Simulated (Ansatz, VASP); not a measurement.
# Two plane-wave programs on MoI

```
CELL_PARAMETERS angstrom
0.00000 3.17885 3.17885
3.17885 0.00000 3.17885
3.17885 3.17885 0.00000
ATOMIC_POSITIONS crystal
Mo 0.00000 0.00000 0.00000
I 0.75000 0.75000 0.75000
```

Alike in both runs: task relaxation of cell and atoms; functional PBE; k mesh 7 × 7 × 7; occupations fermi-dirac, width 0.05 eV; no spin polarisation; Hubbard terms Mo d U = 6 eV.

```csv
,VASP,Ansatz
version,VASP 6.6.1,Ansatz 0.2.0
potentials or method,"VASP PAW PBE potentials, release 64 (Mo_sv, I)",Ansatz PAW
plane-wave cutoff (eV),600,420
valence electrons in the cell,21,31
```

Ansatz gave:

```
gap on the k mesh at the Fermi level, each at its own relaxed structure (eV) : none
relaxed volume (Å³/atom)                                                     : 32.38
relaxed cell length with the largest relative difference (Å)                 : 4.508
```

Q: Estimate VASP's values.

A: gap on the k mesh at the Fermi level, each at its own relaxed structure (eV): none; relaxed volume (Å³/atom): 32.84; relaxed cell length with the largest relative difference (Å): 4.529.

The programs project onto different local orbitals, so the same U acts differently, and such runs can settle in different states. A gap of «none» marks a metal or a gap that the smearing closes. VASP's potentials hold 21 valence electrons a cell and Ansatz's 31, so a difference there can come from the potentials and not from the codes.

Neither program's run includes spin-orbit coupling. Noted on Ansatz's run: the plane-wave basis is chosen anew once the cell has moved, so the energies of steps on either side of that aren't comparable.
